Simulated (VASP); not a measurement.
# MgO2 (R-3m) in VASP: notebook, part 2 of 2

VASP 6.6.1.

## (3) Single point, LDA (strain -0.0750 x Voigt [1, 1, 0, 0, 0, 0])

Input file INCAR:

```
PREC = Accurate ; ENCUT = 520
EDIFF = 1E-6 ; ISMEAR = 0
SIGMA = 0.05 ; LREAL = False
LASPH = True ; NELM = 100
ALGO = Normal ; ISIF = 2
LWAVE = False ; LCHARG = False
NBANDS = 14
```

Input file KPOINTS:

```
regular mesh
0
Gamma
  12 12 12
```

Input file POSCAR:

```
MgO2
1.0
    1.4844039398      0.8570210142      3.4939788749
   -1.4844039398      0.8570210142      3.4939788749
    0.0000000000     -1.7140420285      3.4939788749
Mg O
1 2
Direct
    0.0000000000      0.0000000000      0.0000000000
    0.4287860000      0.4287860000      0.4287860000
    0.5712140000      0.5712140000      0.5712140000
```

Potentials or basis: VASP PAW LDA potentials, release 64 (Mg, O).

Started as:

```bash
> cat potpaw_LDA.64/Mg/POTCAR potpaw_LDA.64/O/POTCAR > POTCAR
> mpirun -np 1 vasp_std > vasp.out
```

OUTCAR:

```text
PREC = Accurate
   ENCUT = 520
   EDIFF = 1E-6
   ISMEAR = 0
   LREAL = False
   LASPH = True
   NELM = 100
   ISIF = 2

 ion  position               nearest neighbor table
   1  0.000  0.000  0.000-   3 1.98   2 1.98   3 1.98   3 1.98   2 1.98   2 1.98
   2  0.429  0.429  0.429-   3 1.49   1 1.98   1 1.98   1 1.98
   3  0.571  0.571  0.571-   2 1.49   1 1.98   1 1.98   1 1.98

  LATTYP: Found a trigonal (rhomboedric) cell.
 ALAT       =     3.8917641827
 COS(alpha) =     0.7090347269

  Lattice vectors:

 A1 = (   1.4844039398,   0.8570210142,   3.4939788749)
 A2 = (  -1.4844039398,   0.8570210142,   3.4939788749)
 A3 = (   0.0000000000,  -1.7140420285,   3.4939788749)

Analysis of symmetry for initial positions (statically):
=====================================================================
 Subroutine PRICEL returns:
 Original cell was already a primitive cell.

 Routine SETGRP: Setting up the symmetry group for a
 trigonal (rhombohedral) supercell.

 Subroutine GETGRP returns: Found 12 space group operations
 (whereof 12 operations were pure point group operations)
 out of a pool of 12 trial point group operations.

The static configuration has the point symmetry D_3d.
[... 173 lines left out ...]
      1     -18.1239      2.00000
      2     -11.1693      2.00000
      3      -5.0298      2.00000
      4       0.3151      2.00000
      5       0.3151      2.00000
      6       2.5879      2.00000
      7       2.5879      2.00000
      8       8.0381      0.00000
      9       9.2833      0.00000
     10      16.1960      0.00000
     11      17.7426      0.00000
     12      19.5878      0.00000
     13      19.5878      0.00000
     14      22.2469      0.00000
[... 377 lines left out ...]
      1     -17.2331      2.00000
      2     -11.4827      2.00000
      3      -3.7692      2.00000
      4      -2.7860      2.00000
      5      -0.7951      2.00000
      6       1.7113      2.00000
      7       1.8480      2.00000
      8       7.2489      0.00000
      9      13.9596      0.00000
     10      15.5627      0.00000
     11      17.3234      0.00000
     12      18.0013      0.00000
     13      18.9114      0.00000
     14      22.8331      0.00000

 [... further k-points ...]
[... 5 lines left out ...]
  --------------------------------------------------------------------------------------
  -------------------------------------------------------------------------------------
  Total        2.9296768      2.9296768     -1.5020581      0.0000000      0.0000000     -0.0000000
  in kB      176.0010245    176.0010245    -90.2364957      0.0000000      0.0000000     -0.0000000
  external PRESSURE =      87.2551845 kB  Pullay stress =       0.0000000 kB

 VOLUME and BASIS-vectors are now :
 -----------------------------------------------------------------------------
  energy-cutoff  :      520.00
  volume of cell :       26.67
      direct lattice vectors                 reciprocal lattice vectors
     1.484403940  0.857021014  3.493978875     0.336835538  0.194472089  0.095402218
    -1.484403940  0.857021014  3.493978875    -0.336835538  0.194472089  0.095402218
     0.000000000 -1.714042028  3.493978875     0.000000000 -0.388944177  0.095402218

 POSITION                                       TOTAL-FORCE (eV/Angst)
 -----------------------------------------------------------------------------------
      0.00000      0.00000      0.00000         0.000000      0.000000      0.000000
      0.00000     -0.00000      4.49451        -0.000000     -0.000000      1.379415
      0.00000     -0.00000      5.98743        -0.000000      0.000000     -1.379415
 -----------------------------------------------------------------------------------
    total drift:                                0.000000     -0.000000      0.000000

  FREE ENERGIE OF THE ION-ELECTRON SYSTEM (eV)
  ---------------------------------------------------
  free  energy   TOTEN  =       -18.4166867934 eV

  energy  without entropy=      -18.4166867934  energy(sigma->0) =      -18.41668679
```

Run time: 2.3 min. Hardware: 1 thread of AMD EPYC 7R13, shared host; peak memory 0.17 GiB.

What came out:

- Free energy: -18.4167 eV
- Pressure: 8.7 GPa
- Largest force: 1.379 eV/Å
- Band gap on the k mesh: 1.84 eV

Forces in eV/Å, atoms in the order of the input:
```
Mg   0.000  0.000  0.000
O    0.000  0.000  1.379
O    0.000  0.000 -1.379
```

Levels at points of the mesh, in eV from the valence-band top:
| k point | band 3 | band 4 | band 5 | band 6 | band 7 | band 8 | band 9 | band 10 | band 11 | band 12 |
| --- | --- | --- | --- | --- | --- | --- | --- | --- | --- | --- |
| (0.00, 0.00, 0.00) | -8.53 | -3.19 | -3.19 | -0.91 | -0.91 | 4.54 | 5.78 | 12.70 | 14.24 | 16.09 |
| (0.50, 0.00, 0.00) | -7.27 | -6.73 | -3.74 | -1.70 | -1.38 | 3.73 | 9.57 | 12.30 | 13.61 | 14.32 |
| (0.50, 0.50, 0.00) | -6.55 | -6.05 | -4.36 | -2.71 | -0.35 | 3.09 | 8.61 | 12.67 | 13.59 | 13.74 |
| (0.50, 0.50, 0.50) | -5.23 | -3.78 | -3.78 | 0.00 | 0.00 | 1.84 | 5.79 | 10.61 | 16.14 | 16.14 |

Caveat: the cell differs from its parent crystal (strain -0.0750 x Voigt [1, 1, 0, 0, 0, 0]); the cell stands under pressure; forces of over 1 eV/Å act on the atoms, so gaps and moduli don't describe the material at rest.

## (4) Single point, LDA (strain +0.0375 x Voigt [1, 1, 0, 0, 0, 0])

Input file INCAR:

```
PREC = Accurate
ENCUT = 520
EDIFF = 1E-7
ISMEAR = 0
SIGMA = 0.05
LREAL = False
LASPH = True
NELM = 60
ALGO = Normal
ISIF = 2
LWAVE = False
LCHARG = True
LELF = True
LVHAR = True
NBANDS = 14
```

Input file KPOINTS:

```
Automatic mesh
0
Gamma
  12 12 12
```

Input file POSCAR:

```
MgO2
1.0
    1.6649395541      0.9612532998      3.4939788749
   -1.6649395541      0.9612532998      3.4939788749
    0.0000000000     -1.9225065995      3.4939788749
Mg O
1 2
Direct
    0.0000000000      0.0000000000      0.0000000000
    0.4287860000      0.4287860000      0.4287860000
    0.5712140000      0.5712140000      0.5712140000
```

Started as:

```bash
> cat potpaw_LDA.64/Mg/POTCAR potpaw_LDA.64/O/POTCAR > POTCAR
> mpirun -np 1 vasp_std > vasp.out
```

Run time: 3 min. Hardware: 1 thread of AMD EPYC 7R13, shared host; peak memory 0.18 GiB.

It converged, with:

| Quantity | Value |
| --- | --- |
| Free energy | -18.2727 eV |
| Pressure | -15.9 GPa |
| Largest force | 0.172 eV/Å |
| Band gap on the k mesh | 2.22 eV |

Forces on the atoms (eV/Å):
```
Mg   0.000  0.000  0.000
O    0.000  0.000 -0.172
O    0.000  0.000  0.172
```

Stress tensor (GPa, compression positive):
```
-17.70   0.00   0.00
  0.00 -17.70   0.00
  0.00   0.00 -12.22
```

Levels at points of the mesh, in eV from the valence-band top:
```csv
k point,band 3,band 4,band 5,band 6,band 7,band 8,band 9,band 10,band 11,band 12
"(0.00, 0.00, 0.00)",-7.45,-3.38,-3.38,-0.77,-0.77,3.73,4.68,11.44,13.30,13.77
"(0.50, 0.00, 0.00)",-6.51,-5.86,-3.64,-1.23,-0.93,4.09,7.77,8.86,11.68,13.06
"(0.50, 0.50, 0.00)",-5.89,-5.18,-4.34,-2.01,-0.05,3.45,6.95,9.85,11.36,11.92
"(0.50, 0.50, 0.50)",-4.88,-3.87,-3.87,0.00,0.00,2.22,4.26,8.49,12.84,12.84
```

Caveat: the cell differs from its parent crystal (strain +0.0375 x Voigt [1, 1, 0, 0, 0, 0]); the cell stands under tension.

## (5) Single point, LDA (strain +0.1125 x Voigt [1, 1, 0, 0, 0, 0])

Input file INCAR:

```
ALGO = Normal
EDIFF = 1E-7
ENCUT = 520
GGA = CA
ISIF = 2
ISMEAR = 0
LASPH = True
LCHARG = False
LREAL = False
LWAVE = False
NBANDS = 14
NELM = 80
PREC = Accurate
SIGMA = 0.05
```

Input file KPOINTS:

```
k-points
0
Gamma
  12 12 12
```

Input file POSCAR:

```
MgO2
1.0
    1.7852966303      1.0307414901      3.4939788749
   -1.7852966303      1.0307414901      3.4939788749
    0.0000000000     -2.0614829802      3.4939788749
Mg O
1 2
Direct
    0.0000000000      0.0000000000      0.0000000000
    0.4287860000      0.4287860000      0.4287860000
    0.5712140000      0.5712140000      0.5712140000
```

Started as:

```bash
> cat potpaw_LDA.64/Mg/POTCAR potpaw_LDA.64/O/POTCAR > POTCAR
> mpirun -np 1 vasp_std > vasp.out
```

It took 3.2 min on 1 thread of AMD EPYC 7R13, shared host; peak memory 0.19 GiB.

Results (log left out):

- Free energy: -17.5739 eV
- Pressure: -20.9 GPa
- Largest force: 0.604 eV/Å
- Band gap on the k mesh: 1.97 eV (least direct gap 2.15 eV)

Forces in eV/Å, atoms in the order of the input:
```
Mg   0.000  0.000  0.000
O    0.000  0.000 -0.604
O    0.000  0.000  0.604
```

Stress tensor (GPa, compression positive):
```
-25.89   0.00   0.00
  0.00 -25.89   0.00
  0.00   0.00 -10.80
```

Levels at points of the mesh, in eV from the valence-band top:
| k point | band 5 | band 6 | band 7 | band 8 | band 9 | band 10 |
| --- | --- | --- | --- | --- | --- | --- |
| (0.00, 0.00, 0.00) | -3.53 | -0.75 | -0.75 | 2.58 | 4.63 | 10.69 |
| (0.50, 0.00, 0.00) | -3.67 | -1.19 | -0.69 | 4.08 | 6.63 | 6.98 |
| (0.50, 0.50, 0.00) | -4.37 | -1.81 | 0.00 | 3.48 | 5.78 | 8.28 |
| (0.50, 0.50, 0.50) | -3.96 | -0.07 | -0.07 | 2.14 | 3.45 | 7.33 |

Caveat: the cell differs from its parent crystal (strain +0.1125 x Voigt [1, 1, 0, 0, 0, 0]); the cell stands under tension. A k mesh can miss the band edges.

## (6) Single point, LDA (strain +0.1500 x Voigt [1, 1, 0, 0, 0, 0])

Input file INCAR:

```
  PREC = Accurate
  ENCUT = 520
  EDIFF = 1E-6
  ISMEAR = 0
  SIGMA = 0.05
  LREAL = F
  LASPH = T
  NELM = 80
  ALGO = Normal
  ISIF = 2
  LWAVE = F
  LCHARG = F
  NBANDS = 14
```

Input file KPOINTS:

```
regular mesh
0
Gamma
  12 12 12
```

Input file POSCAR:

```
MgO2
1.0
    1.8454751684      1.0654855853      3.4939788749
   -1.8454751684      1.0654855853      3.4939788749
    0.0000000000     -2.1309711705      3.4939788749
Mg O
1 2
Direct
    0.0000000000      0.0000000000      0.0000000000
    0.4287860000      0.4287860000      0.4287860000
    0.5712140000      0.5712140000      0.5712140000
```

Potentials or basis: VASP PAW LDA potentials, release 64 (Mg, O).

Started as:

```bash
> cat potpaw_LDA.64/Mg/POTCAR potpaw_LDA.64/O/POTCAR > POTCAR
> mpirun -np 1 vasp_std > vasp.out
```

OUTCAR:

```text
PREC = Accurate
   ENCUT = 520
   EDIFF = 1E-6
   ISMEAR = 0
   LREAL = F
   LASPH = T
   NELM = 80
   ISIF = 2

 ion  position               nearest neighbor table
   1  0.000  0.000  0.000-   3 2.35   3 2.35   2 2.35   2 2.35   3 2.35   2 2.35
   2  0.429  0.429  0.429-   3 1.49   1 2.35   1 2.35   1 2.35
   3  0.571  0.571  0.571-   2 1.49   1 2.35   1 2.35   1 2.35

  LATTYP: Found a trigonal (rhomboedric) cell.
 ALAT       =     4.0925452359
 COS(alpha) =     0.5933138048

  Lattice vectors:

 A1 = (   1.8454751684,   1.0654855853,   3.4939788749)
 A2 = (  -1.8454751684,   1.0654855853,   3.4939788749)
 A3 = (   0.0000000000,  -2.1309711705,   3.4939788749)

Analysis of symmetry for initial positions (statically):
=====================================================================
 Subroutine PRICEL returns:
 Original cell was already a primitive cell.

 Routine SETGRP: Setting up the symmetry group for a
 trigonal (rhombohedral) supercell.

 Subroutine GETGRP returns: Found 12 space group operations
 (whereof 12 operations were pure point group operations)
 out of a pool of 12 trial point group operations.

[... 173 lines left out ...]
      1     -19.5034      2.00000
      2     -12.7905      2.00000
      3      -5.7457      2.00000
      4      -2.5120      2.00000
      5      -2.5120      2.00000
      6       0.3469      2.00000
      7       0.3469      2.00000
      8       3.1491      0.00000
      9       5.6754      0.00000
     10      11.4052      0.00000
     11      12.8308      0.00000
     12      12.8308      0.00000
     13      13.2183      0.00000
     14      13.2183      0.00000
[... 377 lines left out ...]
      1     -19.2727      2.00000
      2     -13.1013      2.00000
      3      -5.0153      2.00000
      4      -4.0969      2.00000
      5      -2.8712      2.00000
      6      -0.1451      2.00000
      7       0.4188      2.00000
      8       5.0742      0.00000
      9       7.0387      0.00000
     10       8.0305      0.00000
     11      10.8952      0.00000
     12      12.5839      0.00000
     13      13.0326      0.00000
     14      14.5062      0.00000

 [... further k-points ...]
[... 5 lines left out ...]
  --------------------------------------------------------------------------------------
  -------------------------------------------------------------------------------------
  Total       -7.1029045     -7.1029045     -2.5429722      0.0000000     -0.0000000      0.0000000
  in kB     -276.0700208   -276.0700208    -98.8382120      0.0000000     -0.0000000      0.0000000
  external PRESSURE =    -216.9927512 kB  Pullay stress =       0.0000000 kB

 VOLUME and BASIS-vectors are now :
 -----------------------------------------------------------------------------
  energy-cutoff  :      520.00
  volume of cell :       41.22
      direct lattice vectors                 reciprocal lattice vectors
     1.845475168  1.065485585  3.493978875     0.270932933  0.156423202  0.095402218
    -1.845475168  1.065485585  3.493978875    -0.270932933  0.156423202  0.095402218
     0.000000000 -2.130971171  3.493978875     0.000000000 -0.312846404  0.095402218

 POSITION                                       TOTAL-FORCE (eV/Angst)
 -----------------------------------------------------------------------------------
      0.00000      0.00000      0.00000         0.000000      0.000000     -0.000000
      0.00000      0.00000      4.49451         0.000000     -0.000000     -0.708703
      0.00000      0.00000      5.98743         0.000000      0.000000      0.708703
 -----------------------------------------------------------------------------------
    total drift:                                0.000000     -0.000000      0.000000

  FREE ENERGIE OF THE ION-ELECTRON SYSTEM (eV)
  ---------------------------------------------------
  free  energy   TOTEN  =       -17.1337721183 eV

  energy  without entropy=      -17.1337721183  energy(sigma->0) =      -17.13377212
```

stdout:

```text
POSCAR found type information on POSCAR MgO
 POSCAR found :  2 types and       3 ions
 scaLAPACK will be used
 LDA part: xc-table for (Slater(with rela. corr.)+CA(PZ))
 , standard interpolation
 POSCAR, INCAR and KPOINTS ok, starting setup
 FFT: planning ... GRIDC
 FFT: planning ... GRID_SOFT
 FFT: planning ... GRID
 WAVECAR not read
 entering main loop
```

Run time: 3.1 min. Hardware: 1 thread of AMD EPYC 7R13, shared host; peak memory 0.2 GiB.

What came out:

```
Free energy            : -17.1338 eV
Pressure               : -21.7 GPa
Largest force          : 0.709 eV/Å
Band gap on the k mesh : 1.68 eV (least direct gap 1.93 eV)
```

Forces in eV/Å, atoms in the order of the input:
```
Mg   0.000  0.000  0.000
O    0.000  0.000 -0.709
O    0.000  0.000  0.709
```

Stress tensor (GPa, compression positive):
```
-27.61   0.00   0.00
  0.00 -27.61   0.00
  0.00   0.00  -9.88
```

Caveat: the cell differs from its parent crystal (strain +0.1500 x Voigt [1, 1, 0, 0, 0, 0]); the cell stands under tension. A k mesh can miss the band edges.

## (7) Summary

```tsv
cell	gap on the mesh (eV)	pressure (GPa)	largest force (eV/Å)
a = 3.833 Å, angles 41.7°, 3 atoms	1.19	50.8	3.51
a = 3.892 Å, angles 44.8°, 3 atoms	1.84	8.7	1.38
a = 3.988 Å, angles 49.4°, 3 atoms	2.22	-15.9	0.17
a = 4.057 Å, angles 52.2°, 3 atoms	1.97	-20.9	0.60
a = 4.093 Å, angles 53.6°, 3 atoms	1.68	-21.7	0.71
```

Alike in all rows: task single point; level LDA; potentials or basis VASP PAW LDA potentials, release 64 (Mg, O); no spin polarisation; k mesh 12 × 12 × 12; cutoff (eV) 520; smearing gaussian 0.05 eV.

Caveats: the cell stands under tension (at least some runs); the cell stands under pressure (at least some runs); forces of over 1 eV/Å act on the atoms, so gaps and moduli don't describe the material at rest (at least some runs).

Total energies depend on the potentials used, so only differences within one code and one set of settings carry meaning.
